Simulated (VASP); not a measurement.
Ir: single point with PBEsol

Crystal: Ir.

```
Ir
1.0
     0.00000    1.82371    1.96769
     1.82371    0.00000    1.96769
     1.82371    1.82371    0.00000
Ir
1
Direct
  0.00000 0.00000 0.00000
```

This cell differs from its parent crystal: strain -0.050 along x and y, +0.025 along z.

```
Program             : VASP 6.6.1
Task                : single point
Functional          : PBEsol
Potentials or basis : VASP PAW PBE potentials, release 64 (Ir)
Cutoff              : 520 eV
k mesh              : 22 × 22 × 22
Occupations         : gaussian, width 0.15 eV
Spin                : no spin polarisation
```

```json
{"Pressure": "36.2 GPa", "Band gap on the k mesh": "zero (an odd number of electrons rules out a gap without spin polarisation)"}
```

Stress tensor (GPa, compression positive):
```
48.38  0.00  0.00
 0.00 48.38  0.00
 0.00  0.00 11.81
```

Levels at points of the mesh, in eV from the Fermi level:
| k point | band 1 | band 2 | band 3 | band 4 | band 5 | band 6 | band 7 | band 8 |
| --- | --- | --- | --- | --- | --- | --- | --- | --- |
| (0.00, 0.00, 0.00) | -12.01 | -5.08 | -3.92 | -3.92 | -2.11 | -0.54 | 14.28 | 18.54 |
| (0.50, 0.00, 0.00) | -8.96 | -5.03 | -3.88 | -0.95 | 0.81 | 1.36 | 8.18 | 13.61 |
| (0.50, 0.50, 0.00) | -8.91 | -8.18 | 0.61 | 1.21 | 1.68 | 1.68 | 10.18 | 13.06 |
| (0.50, 0.00, 0.50) | -8.83 | -8.20 | 0.92 | 1.15 | 2.29 | 2.38 | 11.14 | 12.20 |

Run time: 3.1 min on 1 thread of Intel Xeon 8259CL, with other jobs on the host, peak memory 0.23 GiB.

Caveat: the cell differs from its parent crystal (strain -0.050 along x and y, +0.025 along z); the cell stands under pressure; the PAW data sets were made with another functional, which shifts forces and pressure a little; spin-orbit coupling is left out, which moves the levels of the heavy elements.
